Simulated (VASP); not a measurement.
# SnS2 (P-3m1) in VASP: vibrations by perturbation theory with LDA

Aim: the vibrations by perturbation theory of SnS2 with LDA.

All numbers are computed with VASP 6.6.1; they aren't measurements. Logs are shortened: lines on timing, memory, paths and dates and some standing lists are left out, and cuts for length are marked.

## (1) The cell of the first run

It takes space group P-3m1 (No. 164, trigonal). The conventional cell has a = 3.797 Å, b = 3.797 Å, c = 3.344 Å, α = 90.00°, β = 90.00°, γ = 120.00°. Sn (site symmetry -3m) has 12 S at 2.47 to 3.11 Å and 2 Sn at 3.34 Å within 3.4 Å. Within 3.2 Å of S (site symmetry 3m) lie 6 S at 2.44 to 3.15 Å and 6 Sn at 2.47 to 3.11 Å.

## (2) Vibrations by perturbation theory, LDA

Input file INCAR:

```
  PREC = Accurate
  ENCUT = 500
  EDIFF = 1E-8
  ISMEAR = -1
  SIGMA = 0.15
  LREAL = False
  LASPH = True
  NELM = 120
  ALGO = Normal
  ISIF = 2
  LWAVE = False
  LCHARG = False
  GGA = CA
  NBANDS = 20
  IBRION = 8
  NSW = 1
  GGA_COMPAT = False
```

Input file KPOINTS:

```
regular mesh
0
Gamma
  12 12 12
```

Input file POSCAR:

```
SnS2
1.0
    3.7968879388      0.0000000000      0.0000000000
   -1.8984439694      3.2882014103      0.0000000000
    0.0000000000      0.0000000000      3.3438730583
Sn S
1 2
Direct
    0.0000000000      0.0000000000      0.0000000000
    0.6666666667      0.3333333333      0.3387624618
    0.3333333333      0.6666666667      0.6612375382
```

Potentials or basis: VASP PAW LDA potentials, release 64 (Sn_d, S).

On the command line:

```bash
cat potpaw_LDA.64/Sn_d/POTCAR potpaw_LDA.64/S/POTCAR > POTCAR
mpirun -np 1 vasp_std > vasp.out
```

OUTCAR:

```text
PREC = Accurate
   ENCUT = 500
   EDIFF = 1E-8
   ISMEAR = -1
   LREAL = False
   LASPH = True
   NELM = 120
   ISIF = 2
   GGA = CA
   IBRION = 8
   NSW = 1

 ion  position               nearest neighbor table
   1  0.000  0.000  0.000-   2 2.47   3 2.47   3 2.47   2 2.47   2 2.47   3 2.47   3 3.11   2 3.11
                             2 3.11   3 3.11   3 3.11   2 3.11
   2  0.667  0.333  0.339-   3 2.44   3 2.44   3 2.44   1 2.47   1 2.47   1 2.47   1 3.11   1 3.11
                             1 3.11
   3  0.333  0.667  0.661-   2 2.44   2 2.44   2 2.44   1 2.47   1 2.47   1 2.47   1 3.11   1 3.11
                             1 3.11

  LATTYP: Found a hexagonal cell.
 ALAT       =     3.7968879388
 C/A-ratio  =     0.8806878455

  Lattice vectors:

 A1 = (   3.7968879388,   0.0000000000,   0.0000000000)
 A2 = (  -1.8984439694,   3.2882014103,   0.0000000000)
 A3 = (   0.0000000000,   0.0000000000,   3.3438730583)

Analysis of symmetry for initial positions (statically):
=====================================================================
 Subroutine PRICEL returns:
 Original cell was already a primitive cell.

 Routine SETGRP: Setting up the symmetry group for a
 hexagonal supercell.

 Subroutine GETGRP returns: Found 12 space group operations
 (whereof 12 operations were pure point group operations)
 out of a pool of 24 trial point group operations.

The static configuration has the point symmetry D_3d.

Analysis of symmetry for dynamics (positions and initial velocities):
=====================================================================
 Subroutine PRICEL returns:
 Original cell was already a primitive cell.

 Routine SETGRP: Setting up the symmetry group for a
 hexagonal supercell.

 Subroutine GETGRP returns: Found 12 space group operations
 (whereof 12 operations were pure point group operations)
 out of a pool of 24 trial point group operations.

The dynamic configuration has the point symmetry D_3d.

 Subroutine INISYM returns: Found 12 space group operations
 (whereof 12 operations are pure point group operations),
 and found     1 'primitive' translations

----------------------------------------------------------------------------------------

                                     Primitive cell

  volume of cell :      41.7480

  direct lattice vectors                    reciprocal lattice vectors
     3.796887939  0.000000000  0.000000000     0.263373588  0.152058812  0.000000000
    -1.898443969  3.288201410  0.000000000     0.000000000  0.304117624  0.000000000
     0.000000000  0.000000000  3.343873058     0.000000000  0.000000000  0.299054415

  length of vectors
     3.796887939  3.796887939  3.343873058     0.304117624  0.304117624  0.299054415

  position of ions in fractional coordinates (direct lattice)
     0.000000000  0.000000000  0.000000000
     0.666666667  0.333333333  0.338762462
     0.333333333  0.666666667  0.661237538

  ion indices of the primitive-cell ions
   primitive index   ion index
                 1           1
                 2           2
                 3           3

----------------------------------------------------------------------------------------

 KPOINTS: regular mesh

Automatic generation of k-mesh.
 Grid dimensions read from file:
 generate k-points for:   12   12   12

 Generating k-lattice:
[... 93 lines left out ...]
 non-spin polarized calculation
  energy-cutoff  :      500.00
  volume of cell :       41.75
 maximum number of plane-waves:      1078
   NGX = 13   NGY = 13   NGZ = 13

--------------------------------------- Ionic step        1  -------------------------------------------

 number of electron      25.9999997 magnetization

 Free energy of the ion-electron system (eV)
  ---------------------------------------------------
  ext. energy  EPLUGINS =         0.00000000
  ---------------------------------------------------
  free energy    TOTEN  =       -12.38023475 eV

  energy without entropy =      -12.31459158  energy(sigma->0) =      -12.34741316

 E-fermi :  12.9222     XC(G=0): -12.5943

 val. band max:       12.9099446770   @ k =   0.1667   0.1667   0.0000
 cond. band min:      12.9240663272   @ k =   0.0000   0.3333   0.0833
 fundamental gap:      0.0141216502
 Fermi energy:        12.9222404581

 k-point     1 :       0.0000    0.0000    0.0000
  band No.  band energies     occupation
      1      -9.1807      2.00000
      2      -9.1218      2.00000
      3      -9.1218      2.00000
      4      -8.9939      2.00000
      5      -8.9939      2.00000
      6      -5.7813      2.00000
[... 541 lines left out ...]
     19      22.0879      0.00000
     20      22.4788      0.00000

 [... further k-points ...]

------------------------ aborting loop because EDIFF is reached ----------------------------------------

  FORCE on cell =-STRESS in cart. coord.  units (eV):
  Direction    XX          YY          ZZ          XY          YZ          ZX
  --------------------------------------------------------------------------------------
  -------------------------------------------------------------------------------------
  Total       13.0441181     13.0441181     13.0295184      0.0000000     -0.0000000      0.0000000
  in kB      500.5982555    500.5982555    500.0379595      0.0000000     -0.0000000      0.0000000
  external PRESSURE =     500.4114902 kB  Pullay stress =       0.0000000 kB

 VOLUME and BASIS-vectors are now :
 -----------------------------------------------------------------------------
  energy-cutoff  :      500.00
  volume of cell :       41.75
      direct lattice vectors                 reciprocal lattice vectors
     3.796887939  0.000000000  0.000000000     0.263373588  0.152058812  0.000000000
    -1.898443969  3.288201410  0.000000000     0.000000000  0.304117624  0.000000000
     0.000000000  0.000000000  3.343873058     0.000000000  0.000000000  0.299054415

 POSITION                                       TOTAL-FORCE (eV/Angst)
 -----------------------------------------------------------------------------------
      0.00000      0.00000      0.00000         0.000000      0.000000      0.000000
      1.89844      1.09607      1.13278        -0.000000      0.000000     -0.014563
     -0.00000      2.19213      2.21109         0.000000     -0.000000      0.014563
 -----------------------------------------------------------------------------------
    total drift:                                0.000000     -0.000000     -0.000000

  FREE ENERGIE OF THE ION-ELECTRON SYSTEM (eV)
  ---------------------------------------------------
  free  energy   TOTEN  =       -12.3802347504 eV

  energy  without entropy=      -12.3145915782  energy(sigma->0) =      -12.34741316

[... ionic steps 2 to 3 ...]

--------------------------------------- Ionic step        4  -------------------------------------------

------------------------ aborting loop because EDIFF is reached ----------------------------------------
[... 11 lines left out ...]
[... ionic steps 8 to 8 ...]

--------------------------------------- Ionic step        9  -------------------------------------------

 Free energy of the ion-electron system (eV)
  ---------------------------------------------------
  ---------------------------------------------------
  free energy    TOTEN  =        -0.10280504 eV

  energy without entropy =       -0.10279207

------------------------ aborting loop because EDIFF is reached ----------------------------------------

 INTERNAL STRAIN TENSOR  FOR ION    2  DIRECTION 3   (eV/Angst):
 -----------------------------------------------------------------------------
    -2.44999  0.00000  0.00000
     0.00000 -2.44999  0.00000
     0.00000  0.00000 -5.70755

 INTERNAL STRAIN TENSOR FOR ION    3 for displacements in x,y,z  (eV/Angst):
          X           Y           Z          XY          YZ          ZX
  --------------------------------------------------------------------------------
  x     0.00000     0.00000     0.00000     5.10012     0.00000     7.22958
  y     5.10012    -5.10012     0.00000     0.00000     6.59237     0.00000
  z     2.44999     2.44999     5.70755     0.00000    -0.00000     0.00000

 SECOND DERIVATIVES (NOT SYMMETRIZED)
 ------------------------------------
               1X          1Y          1Z          2X          2Y          2Z          3X          3Y          3Z
  1X   -14.078675    0.000000    0.000000    7.039338    0.000000    0.000000    7.039338    0.000000    0.000000
  1Y     0.000000  -14.078675    0.000000    0.000000    7.039338    0.000000    0.000000    7.039338    0.000000
  1Z    -0.000000    0.000000  -10.486107    0.000000    0.000000    5.243054    0.000000    0.000000    5.243054
  2X     7.047561    0.000000    0.000000  -14.669144    0.000000    0.000000    7.621583    0.000000    0.000000
  2Y     0.000000    7.047561    0.000000    0.000000  -14.669144    0.000000    0.000000    7.621583    0.000000
  2Z     0.000000    0.000000    5.234459    0.000000   -0.000000   -9.940552    0.000000   -0.000000    4.706093
  3X     7.047561    0.000000    0.000000    7.621583    0.000000    0.000000  -14.669144    0.000000    0.000000
  3Y     0.000000    7.047561    0.000000    0.000000    7.621583    0.000000    0.000000  -14.669144    0.000000
  3Z     0.000000    0.000000    5.234459    0.000000   -0.000000    4.706093    0.000000   -0.000000   -9.940552

 Eigenvectors and eigenvalues of the dynamical matrix
 ----------------------------------------------------

   1 f  =   13.034382 THz    81.897438 2PiTHz  434.780189 cm-1    53.905849 meV
             X         Y         Z           dx          dy          dz
      0.000000  0.000000  0.000000     0.000000    0.000000   -0.000000
      1.898444  1.096067  1.132779    -0.707107    0.000006    0.000000
     -0.000000  2.192134  2.211094     0.707107   -0.000006   -0.000000
[... 43 lines left out ...]
   9 f/i=    0.003070 THz     0.019291 2PiTHz    0.102411 cm-1     0.012697 meV
             X         Y         Z           dx          dy          dz
      0.000000  0.000000  0.000000     0.000000    0.000000    0.805528
      1.898444  1.096067  1.132779     0.000000    0.000000    0.419002
     -0.000000  2.192134  2.211094     0.000000    0.000000    0.419002

--------------------------------------------------------------------------------------------------------

 ELASTIC MODULI CONTR FROM IONIC RELAXATION (kBar)
 Direction    XX          YY          ZZ          XY          YZ          ZX
 --------------------------------------------------------------------------------
 XX        -121.0209     58.1102    -73.2791      0.0000   -115.7716      0.0000
 YY          58.1102   -121.0209    -73.2791     -0.0000    115.7716     -0.0000
 ZZ         -73.2791    -73.2791   -170.7127     -0.0000      0.0000     -0.0000
 XY           0.0000     -0.0000     -0.0000    -89.5655      0.0000   -126.9621
 YZ        -115.7716    115.7716      0.0000      0.0000   -149.6454      0.0000
 ZX           0.0000     -0.0000     -0.0000   -126.9621      0.0000   -179.9729
 --------------------------------------------------------------------------------
```

Run time: 24 min. Hardware: 1 thread of Intel Xeon Platinum 8488C (Sapphire Rapids), shared host; peak memory 1.3 GiB.

Results:

```
Highest phonon frequency at Γ, LO-TO splitting left out : 435 cm⁻¹
```

Phonon frequencies in cm⁻¹ (negative: imaginary):
```tsv
q point	frequencies
(0.000, 0.000, 0.000)	0 0 0 262 303 303 352 435 435
```

Caveat: the cell stands under pressure or tension, which shifts response properties; spin-orbit coupling is left out, which moves the levels of the heavy elements.
